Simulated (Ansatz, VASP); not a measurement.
# Ti2GaS3 in VASP and in Ansatz

Contents of INCAR:

```
SYSTEM = Ti2GaS3
ALGO = Normal ; EDIFF = 1E-7
EDIFFG = -0.08 ; ENCUT = 600
GGA = PE ; IBRION = 2
ISIF = 3 ; ISMEAR = 0
ISPIN = 2 ; LASPH = .TRUE.
LCHARG = .FALSE. ; LMAXMIX = 4
LORBIT = 11 ; LREAL = .FALSE.
LWAVE = .FALSE. ; MAGMOM = 1 1 0 0 0 0
NELM = 150 ; NSW = 36
PREC = Accurate ; SIGMA = 0.2
```

File KPOINTS:

```
k-points
0
G
  5 5 2
  0 0 0
```

The input POSCAR:

```
Ti2GaS3
1.0
    3.5000000000      0.0000000000      0.0000000000
   -1.7500000000      3.0310889100      0.0000000000
    0.0000000000      0.0000000000     10.5700000000
Ti Ga S
2 1 3
Direct
    0.0000000000      0.0000000000      0.3333000000
    0.0000000000      0.0000000000      0.6667000000
    0.0000000000      0.0000000000      0.0000000000
    0.3333333300      0.6666666700      0.1667000000
    0.3333333300      0.6666666700      0.5000000000
    0.3333333300      0.6666666700      0.8333000000
```

Input for Ansatz:

```yaml
crystal:
  lattice:
    - [3.5, 0.0, 0.0]
    - [-1.75, 3.03108891, 0.0]
    - [0.0, 0.0, 10.57]
  atoms:
    - { symbol: Ti, position: [0.0, 0.0, 0.3333], spin: 1.0 }
    - { symbol: Ti, position: [0.0, 0.0, 0.6667], spin: 1.0 }
    - { symbol: Ga, position: [0.0, 0.0, 0.0] }
    - { symbol: S, position: [0.33333333, 0.66666667, 0.1667] }
    - { symbol: S, position: [0.33333333, 0.66666667, 0.5] }
    - { symbol: S, position: [0.33333333, 0.66666667, 0.8333] }
basis:
  ecutwfc: 420
kpoints:
  mp_grid: { grid: [5, 5, 2] }
hamiltonian:
  xc: pbe
scf:
  occupations: { method: gaussian, width: 0.2 }
  lower_state_search: "off"
output:
  forces: true
  stress: true
  eigenvalues: true
  populations: true
magnetization:
  spin_polarized: true
relax:
  adjacent_minimum: "off"
  f_tol: 0.08
  max_steps: 16
  cell: { stress_tol: 0.8 }
```

Alike in both runs: task relaxation of cell and atoms; functional PBE; k mesh 5 × 5 × 2; occupations gaussian, width 0.2 eV; collinear spin.

```csv
,VASP,Ansatz
version,VASP 6.6.1,Ansatz 0.2.0
potentials or method,"VASP PAW PBE potentials, release 64 (Ti_sv, Ga_d, S), cutoff 600 eV","scalar-relativistic, plane waves, PAW"
valence electrons in the cell,55,55
```

```csv
,VASP,Ansatz,Ansatz less VASP
"gap on the k mesh at the Fermi level, each at its own relaxed structure (eV)",none,none,-
net moment per atom (μB),0.00,0.00,0.000
relaxed volume (Å³/atom),17.42,17.31,-0.117
relaxed cell length with the largest relative difference (Å),3.327,3.312,-0.0154
```

A gap of «none» marks a metal or a gap that the smearing closes. Ansatz's warnings: seeded moment not kept.

The k mesh is coarse, so the values compare programs but aren't converged.
